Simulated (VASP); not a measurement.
# Ho3N (Fm-3m) in VASP: a series of runs

The runs below take Ho3N through relaxation of cell and atoms, with PBE.

Everything below comes from runs of VASP 6.6.1. Logs are shortened: lines on timing, memory, paths and dates and some standing lists are left out, and cuts for length are marked.

**1. The cell of the first run**

Symmetry: Fm-3m, No. 225, cubic system. The conventional cell has a = 6.844 Å, b = 6.844 Å, c = 6.844 Å, α = 90.00°, β = 90.00°, γ = 90.00°. Within 3.9 Å of Ho (site symmetry m-3m) lie 8 Ho at 2.96 Å and 6 N at 3.42 Å. Ho (site symmetry -43m) has 10 Ho at 2.96 to 3.42 Å and 4 N at 2.96 Å within 3.9 Å. N (site symmetry m-3m) has 14 Ho at 2.96 to 3.42 Å within 3.9 Å.

The cell was generated, and may not be a known phase.

**2. Relaxation of cell and atoms, PBE**

File INCAR:

```
ALGO = Normal
EDIFF = 1E-7
EDIFFG = -0.08
ENCUT = 600
GGA = PE
GGA_COMPAT = False
IBRION = 2
ISIF = 3
ISMEAR = 0
LASPH = True
LCHARG = False
LMAXMIX = 6
LREAL = False
LWAVE = False
NELM = 200
NELMIN = 4
NSW = 36
PREC = Accurate
SIGMA = 0.2
```

File KPOINTS:

```
k-points
0
Gamma
  5 5 5
```

File POSCAR:

```
Ho3N
1.0
    0.0000000000      3.4218763100      3.4218763100
    3.4218763100      0.0000000000      3.4218763100
    3.4218763100      3.4218763100      0.0000000000
Ho N
3 1
Direct
    0.5000000000      0.5000000000      0.5000000000
    0.7500000000      0.7500000000      0.7500000000
    0.2500000000      0.2500000000      0.2500000000
    0.0000000000      0.0000000000      0.0000000000
```

Potentials or basis: VASP PAW PBE potentials, release 64 (Ho_3, N), 4f in core.

The run is started by

```bash
$ cat potpaw_PBE.64/Ho_3/POTCAR potpaw_PBE.64/N/POTCAR > POTCAR
$ mpirun -np 1 vasp_std > vasp.out
```

OUTCAR:

```text
EDIFF = 1E-7
   EDIFFG = -0.08
   ENCUT = 600
   GGA = PE
   IBRION = 2
   ISIF = 3
   ISMEAR = 0
   LASPH = True
   LREAL = False
   NELM = 200
   NELMIN = 4
   NSW = 36
   PREC = Accurate

 ion  position               nearest neighbor table
   1  0.500  0.500  0.500-   3 2.96   3 2.96   3 2.96   2 2.96   3 2.96   2 2.96   2 2.96   2 2.96

   2  0.750  0.750  0.750-   1 2.96   1 2.96   1 2.96   1 2.96   3 3.42   3 3.42   3 3.42   3 3.42
                             3 3.42   3 3.42
   3  0.250  0.250  0.250-   1 2.96   1 2.96   1 2.96   1 2.96   2 3.42   2 3.42   2 3.42   2 3.42
                             2 3.42   2 3.42
   4  0.000  0.000  0.000-

  LATTYP: Found a face centered cubic cell.
 ALAT       =     6.8437526200

  Lattice vectors:

 A1 = (   0.0000000000,   3.4218763100,   3.4218763100)
 A2 = (   3.4218763100,   0.0000000000,   3.4218763100)
 A3 = (   3.4218763100,   3.4218763100,   0.0000000000)

Analysis of symmetry for initial positions (statically):
=====================================================================
 Subroutine PRICEL returns:
 Original cell was already a primitive cell.

 Routine SETGRP: Setting up the symmetry group for a
 face centered cubic supercell.

 Subroutine GETGRP returns: Found 48 space group operations
 (whereof 48 operations were pure point group operations)
 out of a pool of 48 trial point group operations.

The static configuration has the point symmetry O_h .

Analysis of symmetry for dynamics (positions and initial velocities):
=====================================================================
 Subroutine PRICEL returns:
 Original cell was already a primitive cell.

 Routine SETGRP: Setting up the symmetry group for a
 face centered cubic supercell.

 Subroutine GETGRP returns: Found 48 space group operations
 (whereof 48 operations were pure point group operations)
 out of a pool of 48 trial point group operations.

The dynamic configuration has the point symmetry O_h .

 Subroutine INISYM returns: Found 48 space group operations
 (whereof 48 operations are pure point group operations),
 and found     1 'primitive' translations

----------------------------------------------------------------------------------------

                                     Primitive cell

  volume of cell :      80.1351

  direct lattice vectors                    reciprocal lattice vectors
     0.000000000  3.421876310  3.421876310    -0.146118666  0.146118666  0.146118666
     3.421876310  0.000000000  3.421876310     0.146118666 -0.146118666  0.146118666
     3.421876310  3.421876310  0.000000000     0.146118666  0.146118666 -0.146118666

  length of vectors
     4.839263886  4.839263886  4.839263886     0.253084953  0.253084953  0.253084953

  position of ions in fractional coordinates (direct lattice)
     0.500000000  0.500000000  0.500000000
     0.750000000  0.750000000  0.750000000
     0.250000000  0.250000000  0.250000000
     0.000000000  0.000000000  0.000000000

  ion indices of the primitive-cell ions
   primitive index   ion index
                 1           1
                 2           2
                 3           3
                 4           4

----------------------------------------------------------------------------------------

 KPOINTS: k-points

Automatic generation of k-mesh.
 Grid dimensions read from file:
 generate k-points for:    5    5    5

 Generating k-lattice:

[... 47 lines left out ...]
   LREAL  =      F    real-space projection
   EDIFFG = -.8E-01   stopping-criterion for IOM
   NSW    =     36    number of steps for IOM
   IBRION =      2    ionic relax: 0-MD 1-quasi-New 2-CG
   NFREE  =      1    steps in history (QN), initial steepest desc. (CG)
   ISIF   =      3    stress and relaxation
   ISYM   =      2    0-nonsym 1-usesym 2-fastsym
   POTIM  = 0.5000    time-step for ionic-motion
   TEBEG  =    0.0;   TEEND  =   0.0 temperature during run
   PSTRESS=    0.0 pullay stress
   NELECT =      32.0000    total number of electrons
   NUPDOWN=      -1.0000    fix difference up-down
   EMIN   =  10.00;   EMAX   =-10.00  energy-range for DOS
   EFERMI =   0.00;   METHOD = LEGACY
   ISMEAR =     0;   SIGMA  =   0.20  broadening in eV -4-tet -1-fermi 0-gaus
   EFERMI_NEDOS =   21; number of points for ismear=-14 and -15
   IALGO  =     38    algorithm
   IMIX   =      4    mixing-type and parameters
     AMIX     =   0.40;   BMIX     =  1.00
     AMIX_MAG =   1.60;   BMIX_MAG =  1.00
  volume/ion in A,a.u.               =      20.03       135.19
  Fermi-wavevector in a.u.,A,eV,Ry     =   1.205546  2.278152 19.773913  1.453342
  Thomas-Fermi vector in A             =   2.341239
   LORBIT       =      0    0 simple, 1 ext, 2 COOP (PROOUT), +10 PAW based schemes
   GGA     = PE    functional components
   LHFCALC =     F    Hartree Fock is set to
   AEXX    =    0.0000 exact exchange contribution
   IVDW    =     0    specifies the selected vdW correction
   LEPSILON=     F    determine dielectric tensor
   LRPA    =     F    only Hartree local field effects (RPA)
 conjugate gradient relaxation of ions
 non-spin polarized calculation
 Gauss-broadening in eV      SIGMA  =   0.20
  energy-cutoff  :      600.00
  volume of cell :       80.14
 maximum number of plane-waves:      2694
   NGX = 19   NGY = 19   NGZ = 19

--------------------------------------- Ionic step        1  -------------------------------------------

 number of electron      32.0000001 magnetization

 Free energy of the ion-electron system (eV)
  ---------------------------------------------------
  ext. energy  EPLUGINS =         0.00000000
  ---------------------------------------------------
  free energy    TOTEN  =       -17.71158720 eV

  energy without entropy =      -17.62813315  energy(sigma->0) =      -17.66986018

------------------------ aborting loop because EDIFF is reached ----------------------------------------

  FORCE on cell =-STRESS in cart. coord.  units (eV):
  Direction    XX          YY          ZZ          XY          YZ          ZX
  --------------------------------------------------------------------------------------
  -------------------------------------------------------------------------------------
  Total        3.7776721      3.7776721      3.7776721      0.0000000      0.0000000     -0.0000000
  in kB       75.5286850     75.5286850     75.5286850      0.0000000      0.0000000     -0.0000000
  external PRESSURE =      75.5286850 kB  Pullay stress =       0.0000000 kB

 VOLUME and BASIS-vectors are now :
 -----------------------------------------------------------------------------
  energy-cutoff  :      600.00
  volume of cell :       80.14
      direct lattice vectors                 reciprocal lattice vectors
     0.000000000  3.421876310  3.421876310    -0.146118666  0.146118666  0.146118666
     3.421876310  0.000000000  3.421876310     0.146118666 -0.146118666  0.146118666
     3.421876310  3.421876310  0.000000000     0.146118666  0.146118666 -0.146118666

 POSITION                                       TOTAL-FORCE (eV/Angst)
 -----------------------------------------------------------------------------------
      3.42188      3.42188      3.42188        -0.000000      0.000000     -0.000000
      5.13281      5.13281      5.13281         0.000000     -0.000000      0.000000
      1.71094      1.71094      1.71094        -0.000000     -0.000000     -0.000000
      0.00000      0.00000      0.00000        -0.000000      0.000000     -0.000000
 -----------------------------------------------------------------------------------
    total drift:                               -0.000000      0.000000      0.000000

  FREE ENERGIE OF THE ION-ELECTRON SYSTEM (eV)
  ---------------------------------------------------
  free  energy   TOTEN  =       -17.7115872014 eV

  energy  without entropy=      -17.6281331496  energy(sigma->0) =      -17.66986018

--------------------------------------- Ionic step        2  -------------------------------------------

 number of electron      31.9999997 magnetization

 Free energy of the ion-electron system (eV)
  ---------------------------------------------------
  ext. energy  EPLUGINS =         0.00000000
  ---------------------------------------------------
  free energy    TOTEN  =       -17.95485322 eV

  energy without entropy =      -17.86258323  energy(sigma->0) =      -17.90871823

 E-fermi :   3.5405     XC(G=0): -10.4427

 val. band max:        3.4838049082   @ k =   0.4000   0.4000   0.0000
 cond. band min:       3.5543752246   @ k =  -0.4000   0.4000   0.0000
 fundamental gap:      0.0705703165
 Fermi energy:         3.5404819355

 k-point     1 :       0.0000    0.0000    0.0000
  band No.  band energies     occupation
      1     -20.7445      2.00000
      2     -20.7445      2.00000
      3     -20.7445      2.00000
      4     -20.5315      2.00000
      5     -20.5315      2.00000
      6     -20.5315      2.00000
[... 219 lines left out ...]
     19       4.8326      0.00000
     20       5.2248      0.00000

------------------------ aborting loop because EDIFF is reached ----------------------------------------

  FORCE on cell =-STRESS in cart. coord.  units (eV):
  Direction    XX          YY          ZZ          XY          YZ          ZX
  --------------------------------------------------------------------------------------
  -------------------------------------------------------------------------------------
  Total        0.0396394      0.0396394      0.0396394      0.0000000     -0.0000000      0.0000000
  in kB        0.6933721      0.6933721      0.6933721      0.0000000     -0.0000000      0.0000000
  external PRESSURE =       0.6933721 kB  Pullay stress =       0.0000000 kB

 VOLUME and BASIS-vectors are now :
 -----------------------------------------------------------------------------
  energy-cutoff  :      600.00
  volume of cell :       91.59
      direct lattice vectors                 reciprocal lattice vectors
     0.000000000  3.577781211  3.577781211    -0.139751419  0.139751419  0.139751419
     3.577781211  0.000000000  3.577781211     0.139751419 -0.139751419  0.139751419
     3.577781211  3.577781211  0.000000000     0.139751419  0.139751419 -0.139751419

 POSITION                                       TOTAL-FORCE (eV/Angst)
 -----------------------------------------------------------------------------------
      3.57778      3.57778      3.57778         0.000000     -0.000000      0.000000
      5.36667      5.36667      5.36667        -0.000000     -0.000000     -0.000000
      1.78889      1.78889      1.78889         0.000000      0.000000      0.000000
      7.15556      3.57778      3.57778         0.000000     -0.000000      0.000000
 -----------------------------------------------------------------------------------
    total drift:                               -0.000000      0.000000      0.000000

  FREE ENERGIE OF THE ION-ELECTRON SYSTEM (eV)
  ---------------------------------------------------
  free  energy   TOTEN  =       -17.9548532238 eV

  energy  without entropy=      -17.8625832349  energy(sigma->0) =      -17.90871823

 reached required accuracy - stopping structural energy minimisation
```

Wall time 40 s (1 thread of Intel Xeon 6975P-C (Granite Rapids), shared host); peak memory 0.24 GiB.

Results:

```
Free energy                           : -17.9549 eV
Relaxed volume                        : 22.90 Å³/atom
Relaxed cell                          : a = 5.060 Å, b = 5.060 Å, c = 5.060 Å, α = 60.00°, β = 60.00°, γ = 60.00°
Space group after relaxing (to 0.1 Å) : Fm-3m (No. 225)
Energy gained by relaxing             : 60.8 meV/atom
Ionic steps                           : 2
Pressure after relaxing               : 0.1 GPa
Band gap on the k mesh                : zero (bands 16 and 17 overlap by 0.26 eV)
```

Step by step:
| step | energy change (eV) | largest force (eV/Å) | pressure (GPa) | volume (Å³) |
| --- | --- | --- | --- | --- |
| 1 | 0.0000 | 0.0000 | 7.55 | 80.14 |
| 2 | -0.2433 | 0.0000 | 0.07 | 91.59 |

Final structure:
```yaml
crystal:
  lattice:
    - [0.00000, 3.57778, 3.57778]
    - [3.57778, 0.00000, 3.57778]
    - [3.57778, 3.57778, 0.00000]
  atoms:
    - { symbol: Ho, position: [0.50000, 0.50000, 0.50000] }
    - { symbol: Ho, position: [0.75000, 0.75000, 0.75000] }
    - { symbol: Ho, position: [0.25000, 0.25000, 0.25000] }
    - { symbol: N, position: [0.00000, 0.00000, 0.00000] }
```

Caveat: spin-orbit coupling is left out, which moves the levels of the heavy elements; the 4f electrons are frozen in the core, so they carry no moment and show no levels; the run has no spin polarisation, though such a crystal can be magnetic.

**3. Relaxation of cell and atoms, PBE**

This run uses another cell than the first one, of 22.81 Å³/atom.

File INCAR:

```
SYSTEM = Ho3N
PREC = Accurate ; ENCUT = 600
EDIFF = 1E-7 ; ISMEAR = 0
SIGMA = 0.2 ; LREAL = .False.
LASPH = .True. ; NELM = 200
ALGO = Normal ; ISIF = 3
LWAVE = .False. ; LCHARG = .False.
GGA = PE ; IBRION = 2
NSW = 36 ; EDIFFG = -0.08
GGA_COMPAT = .False. ; NELMIN = 4
LMAXMIX = 6
```

File KPOINTS:

```
Automatic mesh
0
Gamma
  5 5 5
  0 0 0
```

File POSCAR:

```
Ho3N
1.0
    0.0000000000      3.5733679600      3.5733679600
    3.5733679600      0.0000000000      3.5733679600
    3.5733679600      3.5733679600      0.0000000000
Ho N
3 1
Direct
    0.2500000000      0.2500000000      0.2500000000
    0.0000000000      0.0000000000      0.0000000000
    0.7500000000      0.7500000000      0.7500000000
    0.5000000000      0.5000000000      0.5000000000
```

Potentials or basis: VASP PAW PBE potentials, release 64 (Ho_3, N), 4f in core.

The run is started by

```bash
$ cat potpaw_PBE.64/Ho_3/POTCAR potpaw_PBE.64/N/POTCAR > POTCAR
$ mpirun -np 1 vasp_std > vasp.out
```

It took 21 s on 1 thread of Intel Xeon 6975P-C (Granite Rapids), shared host; peak memory 0.24 GiB.

It converged, with:

| Quantity | Value |
| --- | --- |
| Free energy | -17.9575 eV |
| Pressure after relaxing | 0.2 GPa |
| Band gap on the k mesh | zero (bands 16 and 17 overlap by 0.25 eV) |

Final structure:
```yaml
crystal:
  lattice:
    - [0.00000, 3.57337, 3.57337]
    - [3.57337, 0.00000, 3.57337]
    - [3.57337, 3.57337, 0.00000]
  atoms:
    - { symbol: Ho, position: [0.25000, 0.25000, 0.25000] }
    - { symbol: Ho, position: [0.00000, 0.00000, 0.00000] }
    - { symbol: Ho, position: [0.75000, 0.75000, 0.75000] }
    - { symbol: N, position: [0.50000, 0.50000, 0.50000] }
```

Levels at points of the mesh, in eV from the Fermi level:
```tsv
k point	band 12	band 13	band 14	band 15	band 16	band 17	band 18	band 19	band 20
(0.00, 0.00, 0.00)	-2.47	-2.47	-2.47	-1.45	-1.45	0.85	0.85	0.85	2.46
```

Caveat: the relaxation stopped at its first step, so nothing moved; spin-orbit coupling is left out, which moves the levels of the heavy elements; the 4f electrons are frozen in the core, so they carry no moment and show no levels; the run has no spin polarisation, though such a crystal can be magnetic. With open d or f shells a metallic result of PBE can be an artefact of self-interaction; +U or a hybrid may open a gap.

The gap in the log of VASP goes by the Fermi energy; the results here count the filled bands.